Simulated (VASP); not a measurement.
# Zn6S7 (a cell with a defect) in VASP: further runs

The runs below take Zn6S7 (a cell with a defect) through single point, with PBE.

All numbers are computed with VASP 6.6.1; they aren't measurements. Logs are shortened: lines on timing, memory, paths and dates and some standing lists are left out, and cuts for length are marked.

## (1) The cell of the first run

The cell holds a defect, 13 atoms: a = 6.305 Å, b = 6.658 Å, c = 6.658 Å, α = 120.00°, β = 90.00°, γ = 90.00°.

## (2) Single point, PBE

INCAR reads:

```
PREC = Accurate
ENCUT = 400
EDIFF = 1E-6
ISMEAR = 0
SIGMA = 0.02
LREAL = F
LASPH = T
NELM = 120
ALGO = Normal
ISIF = 2
LWAVE = F
LCHARG = F
GGA = PE
NBANDS = 69
GGA_COMPAT = F
```

KPOINTS reads:

```
Automatic mesh
0
Gamma
  2 2 2
```

POSCAR reads:

```
Zn6S7
1.0
    0.0000000000      0.0000000000      6.3046430652
   -0.0000000001     -6.6581192410      0.0000000000
    5.7661004042      3.3290596205      0.0000000000
Zn S
6 7
Direct
    0.0351658290      0.2738822891      0.3516236031
   -0.0025002208      0.6856637185      0.9959661812
    0.0331558818      0.9168349787      0.6310642800
    0.5171252308      0.6532676535      0.6586910969
    0.5103683058      0.9889995105      0.3254542704
    0.4424033163      0.3367569235      0.9887184753
    0.3873511910      0.3215320879      0.3312328725
    0.3583614452      0.6781994115      0.9916036141
    0.3912159617      0.9823180412      0.6545324805
    0.8821571566      0.6042125310      0.6377176501
    0.8748599949      0.9741933089      0.3624468625
    0.7893224007      0.4586434772      1.0835969827
   -0.1198101133      0.1267050150     -0.0129042151
```

Potentials or basis: VASP PAW PBE potentials, release 64 (Zn, S).

Launch:

```console
cat potpaw_PBE.64/Zn/POTCAR potpaw_PBE.64/S/POTCAR > POTCAR
mpirun -np 1 vasp_std > vasp.out
```

OUTCAR:

```text
PREC = Accurate
   ENCUT = 400
   EDIFF = 1E-6
   ISMEAR = 0
   LREAL = F
   LASPH = T
   NELM = 120
   ISIF = 2
   GGA = PE

 ion  position               nearest neighbor table
   1  0.035  0.274  0.352-   7 2.26  11 2.27  10 2.28  13 2.33
   2  0.997  0.686  0.996-   8 2.28  10 2.28  12 2.29  11 2.36
   3  0.033  0.917  0.631-  11 2.24  13 2.28   9 2.29  10 2.31
   4  0.517  0.653  0.659-  10 2.32   7 2.34   9 2.34   8 2.36
   5  0.510  0.989  0.325-  11 2.32   7 2.33   9 2.34   8 2.35
   6  0.442  0.337  0.989-  12 2.31   9 2.32   8 2.33   7 2.36
   7  0.387  0.322  0.331-   1 2.26   5 2.33   4 2.34   6 2.36
   8  0.358  0.678  0.992-   2 2.28   6 2.33   5 2.35   4 2.36
   9  0.391  0.982  0.655-   3 2.29   6 2.32   5 2.34   4 2.34
  10  0.882  0.604  0.638-   1 2.28   2 2.28   3 2.31   4 2.32
  11  0.875  0.974  0.362-   3 2.24   1 2.27   5 2.32   2 2.36
  12  0.789  0.459  0.084-  13 2.05   2 2.29   6 2.31
  13  0.880  0.127  0.987-  12 2.05   3 2.28   1 2.33

  LATTYP: Found a hexagonal cell.
 ALAT       =     6.6581192410
 C/A-ratio  =     0.9469105069

  Lattice vectors:

 A1 = (  -0.0000000001,  -6.6581192410,   0.0000000000)
 A2 = (   5.7661004042,   3.3290596205,   0.0000000000)
 A3 = (   0.0000000000,   0.0000000000,   6.3046430652)

Analysis of symmetry for initial positions (statically):
=====================================================================
 Subroutine PRICEL returns:
 Original cell was already a primitive cell.

 Routine SETGRP: Setting up the symmetry group for a
 hexagonal supercell.

 Subroutine GETGRP returns: Found  1 space group operations
 (whereof  1 operations were pure point group operations)
 out of a pool of 24 trial point group operations.

The static configuration has the point symmetry C_1 .

Analysis of symmetry for dynamics (positions and initial velocities):
=====================================================================
 Subroutine PRICEL returns:
 Original cell was already a primitive cell.

 Routine SETGRP: Setting up the symmetry group for a
 hexagonal supercell.

 Subroutine GETGRP returns: Found  1 space group operations
 (whereof  1 operations were pure point group operations)
 out of a pool of 24 trial point group operations.

The dynamic configuration has the point symmetry C_1 .

 Subroutine INISYM returns: Found  1 space group operations
 (whereof  1 operations are pure point group operations),
 and found     1 'primitive' translations

----------------------------------------------------------------------------------------

                                     Primitive cell

  volume of cell :     242.0440

  direct lattice vectors                    reciprocal lattice vectors
     0.000000000  0.000000000  6.304643065     0.000000000  0.000000000  0.158613262
    -0.000000000 -6.658119241  0.000000000     0.086713717 -0.150192564  0.000000000
     5.766100404  3.329059620  0.000000000     0.173427434 -0.000000000  0.000000000

  length of vectors
     6.304643065  6.658119241  6.658119241     0.158613262  0.173427434  0.173427434

  position of ions in fractional coordinates (direct lattice)
     0.035165829  0.273882289  0.351623603
     0.997499779  0.685663719  0.995966181
     0.033155882  0.916834979  0.631064280
     0.517125231  0.653267654  0.658691097
     0.510368306  0.988999511  0.325454270
     0.442403316  0.336756923  0.988718475
     0.387351191  0.321532088  0.331232873
     0.358361445  0.678199412  0.991603614
     0.391215962  0.982318041  0.654532481
     0.882157157  0.604212531  0.637717650
     0.874859995  0.974193309  0.362446863
     0.789322401  0.458643477  0.083596983
     0.880189887  0.126705015  0.987095785

  ion indices of the primitive-cell ions
   primitive index   ion index
                 1           1
                 2           2
                 3           3
                 4           4
                 5           5
                 6           6
                 7           7
                 8           8
                 9           9
                10          10
                11          11
                12          12
                13          13

----------------------------------------------------------------------------------------

 KPOINTS: Automatic mesh

Automatic generation of k-mesh.
 Grid dimensions read from file:
 generate k-points for:    2    2    2

 Generating k-lattice:

  Cartesian coordinates                     Fractional coordinates (reciprocal lattice)
     0.000000000  0.000000000  0.079306631     0.500000000  0.000000000  0.000000000
     0.043356859 -0.075096282  0.000000000     0.000000000  0.500000000 -0.000000000
     0.086713717 -0.000000000  0.000000000     0.000000000 -0.000000000  0.500000000

  Length of vectors
     0.079306631  0.086713717  0.086713717

  Shift w.r.t. Gamma in fractional coordinates (k-lattice)
     0.000000000  0.000000000  0.000000000

 Subroutine IBZKPT returns following result:
 ===========================================

 Found      8 irreducible k-points:

 Following reciprocal coordinates:
            Coordinates               Weight
  0.000000  0.000000  0.000000      1.000000
  0.500000  0.000000  0.000000      1.000000
  0.000000  0.500000  0.000000      1.000000
  0.000000  0.000000  0.500000      1.000000
  0.000000  0.500000  0.500000      1.000000
  0.500000  0.500000  0.000000      1.000000
  0.500000  0.000000  0.500000      1.000000
  0.500000  0.500000  0.500000      1.000000
   k-points           NKPTS =      8   k-points in BZ     NKDIM =      8   number of bands    NBANDS=     69
   number of dos      NEDOS =    301   number of ions     NIONS =     13
   total plane-waves  NPLWV =  96768
   dimension x,y,z NGX =    42 NGY =   48 NGZ =   48
   dimension x,y,z NGXF=    84 NGYF=   96 NGZF=   96
   ions per type =               6   7
   NGX,Y,Z   is equivalent  to a cutoff of  11.07, 11.99, 11.99 a.u.
   NGXF,Y,Z  is equivalent  to a cutoff of  22.15, 23.97, 23.97 a.u.
 SYSTEM =  unknown system
   PREC   = accura    normal or accurate (medium, high low for compatibility)
   ISTART =      0    job   : 0-new  1-cont  2-samecut
   ICHARG =      2    charge: 1-file 2-atom 10-const
   ISPIN  =      1    spin polarized calculation?
   LNONCOLLINEAR =      F non collinear calculations
   LSORBIT =      F    spin-orbit coupling
   LASPH  =      T    aspherical Exc in radial PAW
   ENCUT  =  400.0 eV  29.40 Ry    5.42 a.u.  10.28 10.86 10.86*2*pi/ulx,y,z
   NELM   =    120;   NELMIN=  2; NELMDL= -5     # of ELM steps
   EDIFF  = 0.1E-05   stopping-criterion for ELM
   LREAL  =      F    real-space projection
   EDIFFG = 0.1E-04   stopping-criterion for IOM
   NSW    =      0    number of steps for IOM
   IBRION =     -1    ionic relax: 0-MD 1-quasi-New 2-CG
   NFREE  =      0    steps in history (QN), initial steepest desc. (CG)
   ISIF   =      2    stress and relaxation
   ISYM   =      2    0-nonsym 1-usesym 2-fastsym
   POTIM  = 0.5000    time-step for ionic-motion
   TEBEG  =    0.0;   TEEND  =   0.0 temperature during run
   PSTRESS=    0.0 pullay stress
   NELECT =     114.0000    total number of electrons
   NUPDOWN=      -1.0000    fix difference up-down
   EMIN   =  10.00;   EMAX   =-10.00  energy-range for DOS
   EFERMI =   0.00;   METHOD = LEGACY
   ISMEAR =     0;   SIGMA  =   0.02  broadening in eV -4-tet -1-fermi 0-gaus
   EFERMI_NEDOS =   21; number of points for ismear=-14 and -15
   IALGO  =     38    algorithm
   IMIX   =      4    mixing-type and parameters
     AMIX     =   0.40;   BMIX     =  1.00
     AMIX_MAG =   1.60;   BMIX_MAG =  1.00
  volume/ion in A,a.u.               =      18.62       125.65
  Fermi-wavevector in a.u.,A,eV,Ry     =   1.273733  2.407006 22.074030  1.622395
  Thomas-Fermi vector in A             =   2.406540
   LORBIT       =      0    0 simple, 1 ext, 2 COOP (PROOUT), +10 PAW based schemes
   GGA     = PE    functional components
   LHFCALC =     F    Hartree Fock is set to
   AEXX    =    0.0000 exact exchange contribution
   IVDW    =     0    specifies the selected vdW correction
   LEPSILON=     F    determine dielectric tensor
   LRPA    =     F    only Hartree local field effects (RPA)
 non-spin polarized calculation
 Gauss-broadening in eV      SIGMA  =   0.02
  energy-cutoff  :      400.00
  volume of cell :      242.04
 maximum number of plane-waves:      4412
 NGX is ok and might be reduce to    42
   NGX = 21   NGY = 21   NGZ = 21

 number of electron     113.9999984 magnetization

 Free energy of the ion-electron system (eV)
  ---------------------------------------------------
  ext. energy  EPLUGINS =         0.00000000
  ---------------------------------------------------
  free energy    TOTEN  =       -42.77934421 eV

  energy without entropy =      -42.77934421  energy(sigma->0) =      -42.77934421

 E-fermi :   3.4575     XC(G=0):  -9.9133

 val. band max:        3.3667325826   @ k =   0.0000   0.0000   0.0000
 cond. band min:       4.8681605791   @ k =   0.0000   0.0000   0.0000
 fundamental gap:      1.5014279966
 Fermi energy:         3.4574555537

 k-point     1 :       0.0000    0.0000    0.0000
  band No.  band energies     occupation
      1     -11.7590      2.00000
      2     -10.2616      2.00000
      3      -9.6219      2.00000
      4      -9.5211      2.00000
      5      -9.4952      2.00000
      6      -9.4084      2.00000
[... 61 lines left out ...]
     68       9.2890      0.00000
     69       9.6751      0.00000
[... 502 lines left out ...]
     68       8.5952      0.00000
     69       9.0409      0.00000

------------------------ aborting loop because EDIFF is reached ----------------------------------------

  FORCE on cell =-STRESS in cart. coord.  units (eV):
  Direction    XX          YY          ZZ          XY          YZ          ZX
  --------------------------------------------------------------------------------------
  -------------------------------------------------------------------------------------
  Total        8.8016595     14.1358202      9.4905001      0.9677427      2.0134925     -0.1131755
  in kB       58.2613938     93.5701490     62.8210811      6.4058419     13.3280412     -0.7491500
  external PRESSURE =      71.5508747 kB  Pullay stress =       0.0000000 kB

 VOLUME and BASIS-vectors are now :
 -----------------------------------------------------------------------------
  energy-cutoff  :      400.00
  volume of cell :      242.04
      direct lattice vectors                 reciprocal lattice vectors
     0.000000000  0.000000000  6.304643065     0.000000000  0.000000000  0.158613262
    -0.000000000 -6.658119241  0.000000000     0.086713717 -0.150192564  0.000000000
     5.766100404  3.329059620  0.000000000     0.173427434 -0.000000000  0.000000000

 POSITION                                       TOTAL-FORCE (eV/Angst)
 -----------------------------------------------------------------------------------
      2.02750     -0.65297      0.22171         0.009682      0.010693      0.005924
      5.74284     -1.24960      6.28888        -0.008501     -0.000088      0.001601
      3.63878     -4.00355      0.20904        -0.016593      0.001009      0.006932
      3.79808     -2.15671      3.26029         0.000330      0.002763      0.003206
      1.87660     -5.50142      3.21769        -0.004491      0.003153     -0.005409
      5.70105      1.04934      2.78920        -0.005002      0.007880     -0.018456
      1.90992     -1.03811      2.44211        -0.002386     -0.005902      0.007836
      5.71769     -1.21442      2.25934         0.003421     -0.009955     -0.008827
      3.77410     -4.36141      2.46648        -0.002418      0.000778      0.009370
      3.67714     -1.89992      5.56169        -0.002662      0.001538     -0.013140
      2.08991     -5.27969      5.51568         0.008740      0.003583     -0.009760
      0.48203     -2.77540      4.97640        -0.024952      0.122736      0.026963
      5.69169      2.44248      5.54928         0.044831     -0.138190     -0.006239
 -----------------------------------------------------------------------------------
    total drift:                               -0.001229     -0.000357     -0.003163

  FREE ENERGIE OF THE ION-ELECTRON SYSTEM (eV)
  ---------------------------------------------------
  free  energy   TOTEN  =       -42.7793442079 eV

  energy  without entropy=      -42.7793442079  energy(sigma->0) =      -42.77934421
```

Wall time 67 s (1 thread of Intel Xeon 6975P-C (Granite Rapids), shared host); peak memory 0.31 GiB.

Results:

```yaml
Free_energy: -42.7793 eV
Pressure: 7.2 GPa
Largest_force: 0.145 eV/Å
Band_gap_on_the_k_mesh: 1.50 eV
```

Forces on the atoms (eV/Å):
```
Zn   0.010  0.011  0.006
Zn  -0.009  0.000  0.002
Zn  -0.017  0.001  0.007
Zn   0.000  0.003  0.003
Zn  -0.004  0.003 -0.005
Zn  -0.005  0.008 -0.018
S   -0.002 -0.006  0.008
S    0.003 -0.010 -0.009
S   -0.002  0.001  0.009
S   -0.003  0.002 -0.013
S    0.009  0.004 -0.010
S   -0.025  0.123  0.027
S    0.045 -0.138 -0.006
```

Levels at points of the mesh, in eV from the valence-band top:
```tsv
k point	band 55	band 56	band 57	band 58	band 59	band 60
(0.00, 0.00, 0.00)	-0.83	-0.62	0.00	1.50	2.94	3.26
(0.50, 0.00, 0.00)	-1.28	-0.60	-0.05	2.41	2.73	3.34
(0.00, 0.50, 0.00)	-1.42	-0.68	-0.22	2.59	3.03	3.44
(0.00, 0.00, 0.50)	-1.29	-0.75	-0.15	2.49	3.00	3.31
(0.00, 0.50, 0.50)	-1.25	-1.01	-0.39	2.57	3.01	3.55
(0.50, 0.50, 0.00)	-1.88	-0.57	-0.34	2.56	2.71	3.11
(0.50, 0.00, 0.50)	-1.94	-0.68	-0.09	2.28	2.59	3.52
(0.50, 0.50, 0.50)	-1.65	-1.07	-0.46	2.61	3.01	3.17
```

Caveat: the k points lie up to 0.54 Å⁻¹ apart.

## (3) Single point, PBE

INCAR reads:

```
SYSTEM = Zn6S7
PREC = Accurate
ENCUT = 400
EDIFF = 1E-6
ISMEAR = 0
SIGMA = 0.02
LREAL = .FALSE.
LASPH = .TRUE.
NELM = 120
ALGO = Normal
ISIF = 2
LWAVE = .FALSE.
LCHARG = .FALSE.
GGA = PE
NBANDS = 69
GGA_COMPAT = .FALSE.
```

KPOINTS reads:

```
Automatic mesh
0
G
  2 2 2
  0 0 0
```

POSCAR reads:

```
Zn6S7
1.0
    0.0000000000      0.0000000000      6.3046430652
   -0.0000000001     -6.6581192410      0.0000000000
    5.7661004042      3.3290596205      0.0000000000
Zn S
6 7
Direct
    0.0121477139      0.2980591661      0.3263562665
    0.0121167843      0.6869615169      0.9940971538
    0.0058786833      0.9547744617      0.6569002852
    0.5031758289      0.6707482371      0.6672330918
    0.5073976380      0.9987958386      0.3293445946
    0.4778655935      0.3343159061      1.0026585725
    0.3732763260      0.3344086295      0.3390601729
    0.3754450451      0.6678592947      0.9981926426
    0.3649193105      0.9980367083      0.6576047475
    0.8760153339      0.6080229796      0.6437128631
    0.8807394713      0.9810809413      0.3545090888
    0.8540112334      0.4135704920      1.0738061369
   -0.2271459280      0.0544334726     -0.0440269822
```

Potentials or basis: VASP PAW PBE potentials, release 64 (Zn, S).

Launch:

```console
cat potpaw_PBE.64/Zn/POTCAR potpaw_PBE.64/S/POTCAR > POTCAR
mpirun -np 1 vasp_std > vasp.out
```

Run time: 68 s. Hardware: 1 thread of Intel Xeon 6975P-C (Granite Rapids), shared host; peak memory 0.32 GiB.

The run converged. Its results:

```yaml
Free_energy: -41.8342 eV
Pressure: 6.0 GPa
Largest_force: 1.476 eV/Å
Band_gap_on_the_k_mesh: 1.13 eV
```

Forces in eV/Å, atoms in the order of the input:
```
Zn   0.119  0.266  0.045
Zn  -0.055 -0.096  0.039
Zn  -0.256  0.340 -0.022
Zn  -0.069  0.011 -0.005
Zn   0.031  0.035  0.033
Zn   0.032 -0.091 -0.290
S   -0.124  0.132  0.026
S   -0.017 -0.224  0.046
S    0.093  0.083 -0.080
S   -0.024  0.433 -0.219
S   -0.048  0.208 -0.158
S    0.704 -0.143 -0.474
S   -0.386 -0.953  1.058
```

Stress tensor (GPa, compression positive):
```
 7.51 -0.66  0.59
-0.66  6.69  1.56
 0.59  1.56  3.91
```

Levels at points of the mesh, in eV from the valence-band top:
| k point | band 54 | band 55 | band 56 | band 57 | band 58 | band 59 | band 60 | band 61 |
| --- | --- | --- | --- | --- | --- | --- | --- | --- |
| (0.00, 0.00, 0.00) | -1.24 | -1.06 | -0.78 | 0.00 | 1.13 | 1.63 | 2.85 | 3.06 |
| (0.50, 0.00, 0.00) | -1.55 | -1.53 | -0.72 | -0.46 | 1.36 | 2.36 | 2.91 | 3.20 |
| (0.00, 0.50, 0.00) | -1.84 | -1.63 | -0.86 | -0.21 | 1.52 | 2.65 | 2.84 | 3.21 |
| (0.00, 0.00, 0.50) | -1.94 | -1.79 | -0.78 | -0.48 | 1.29 | 2.55 | 3.00 | 3.28 |
| (0.00, 0.50, 0.50) | -1.85 | -1.80 | -1.01 | -0.53 | 1.38 | 2.68 | 2.88 | 3.29 |
| (0.50, 0.50, 0.00) | -2.26 | -2.10 | -0.65 | -0.56 | 1.79 | 2.14 | 2.79 | 3.04 |
| (0.50, 0.00, 0.50) | -2.45 | -2.08 | -0.81 | -0.42 | 1.18 | 2.63 | 2.91 | 3.15 |
| (0.50, 0.50, 0.50) | -2.41 | -1.94 | -1.07 | -0.65 | 1.44 | 2.33 | 3.04 | 3.26 |

Caveat: the k points lie up to 0.54 Å⁻¹ apart.
